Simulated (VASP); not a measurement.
# HfB2: single point with LDA

Crystal: HfB2.

```
Hf B
1.0
     3.09574    0.00000    0.00000
    -1.54787    2.68099    0.00000
     0.00000    0.00000    3.40382
Hf B
1 2
Cartesian
  0.0000 0.0000 0.0000
  0.0000 1.7873 1.7019
  1.5479 0.8937 1.7019
```

- Program: VASP 6.6.1
- Task: single point
- Functional: LDA
- Potentials or basis: VASP PAW LDA potentials, release 64 (Hf_pv, B)
- Cutoff: 500 eV
- k mesh: 10 × 10 × 8
- Occupations: methfessel-paxton, width 0.05 eV
- Spin: no spin polarisation
- Dipole correction: no
- Further INCAR settings: ALGO = Normal; EDIFF = 1e-06; NBANDS = 15

```yaml
Pressure: 3.6 GPa
Band_gap_on_the_k_mesh: zero (band 8 reaches 8.59 eV, above the bottom of band 9 at 7.80 eV)
```

Stress tensor (GPa, compression positive):
```
2.85 0.00 0.00
0.00 2.85 0.00
0.00 0.00 5.04
```

Levels at points of the mesh, in eV from the Fermi level:
```csv
k point,band 6,band 7,band 8,band 9,band 10,band 11
"(0.00, 0.00, 0.00)",-2.86,-2.86,-2.41,4.38,4.38,5.13
"(0.50, 0.00, 0.00)",-4.05,-3.26,-2.84,2.49,3.02,6.12
"(0.00, 0.00, 0.50)",-1.02,-1.02,0.41,0.41,1.17,1.17
"(0.50, 0.00, 0.50)",-4.97,-4.68,-2.27,4.60,4.68,6.72
```

It took 9.8 s on 1 thread of Intel(R) Xeon(R) 6975P-C (Granite Rapids), with other jobs on the host, peak memory 0.14 GiB.

Caveat: spin-orbit coupling is left out, which moves the levels of the heavy elements.
